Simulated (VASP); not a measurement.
Write the native input for VASP 6.6.1 that does the following.

- Task: relaxation of cell and atoms
- Functional: PBE
- Potentials or basis: VASP PAW PBE potentials, release 64 (La, Nb_sv, F)
- Cutoff: 600 eV
- k mesh: 4 × 4 × 2
- Occupations: gaussian, width 0.2 eV
- Spin: no spin polarisation
- Dipole correction: no
- Further INCAR settings: ALGO = Normal; EDIFF = 1e-07; IBRION = 2; EDIFFG = -0.08; NSW = 36; ISIF = 3

The structure of LaNbF2 lies in POSCAR:

```
LaNbF2
1.0
    4.0000000000      0.0000000000      0.0000000000
    0.0000000000      4.0000000000      0.0000000000
    0.0000000000      0.0000000000      8.4000000000
La Nb F
2 2 4
Direct
    0.5000000000      0.0000000000      0.8400000000
    0.0000000000      0.5000000000      0.1600000000
    0.5000000000      0.5000000000      0.5000000000
    0.0000000000      0.0000000000      0.5000000000
    0.5000000000      0.5000000000      0.0000000000
    0.0000000000      0.0000000000      0.0000000000
    0.5000000000      0.0000000000      0.3400000000
    0.0000000000      0.5000000000      0.6600000000
```

These files were run (other wordings do the same):

INCAR

```
SYSTEM = LaNbF2
ALGO = Normal ; EDIFF = 1E-7
EDIFFG = -0.08 ; ENCUT = 600
GGA = PE ; IBRION = 2
ISIF = 3 ; ISMEAR = 0
LASPH = .TRUE. ; LCHARG = .FALSE.
LREAL = .FALSE. ; LWAVE = .FALSE.
NELM = 60 ; NSW = 36
PREC = Accurate ; SIGMA = 0.2
```

KPOINTS

```
k-points
0
G
  4 4 2
  0 0 0
```

Potentials or basis: VASP PAW PBE potentials, release 64 (La, Nb_sv, F).

Launch:

```sh
$ cat potpaw_PBE.64/La/POTCAR potpaw_PBE.64/Nb_sv/POTCAR potpaw_PBE.64/F/POTCAR > POTCAR
$ mpirun -np 1 vasp_std > vasp.out
```

Results of the run:

```json
{
  "Relaxed volume": "17.41 Å³/atom",
  "Relaxed cell": "a = 3.697 Å, b = 3.697 Å, c = 10.188 Å, α = 90.00°, β = 90.00°, γ = 90.00°",
  "Space group after relaxing (to 0.1 Å)": "P4/nmm (No. 129)",
  "Energy gained by relaxing": "588.9 meV/atom",
  "Ionic steps": "22",
  "Pressure after relaxing": "0.1 GPa",
  "Largest force after relaxing": "0.074 eV/Å",
  "Band gap on the k mesh": "zero (bands 38 and 39 overlap by 0.71 eV)"
}
```

Caveat: the k points lie up to 0.42 Å⁻¹ apart in the final cell, too coarse for converged energies and pressures of a metal; a cell axis changed by over 15 % at a fixed basis, so the end point is rough; spin-orbit coupling is left out, which moves the levels of the heavy elements; the relaxation stopped at a loose force limit of 0.08 eV/Å, so its end isn't a converged minimum.

Wall time 18 min on 1 thread of Intel(R) Xeon(R) 6975P-C (Granite Rapids), with other jobs on the host, peak memory 0.35 GiB.
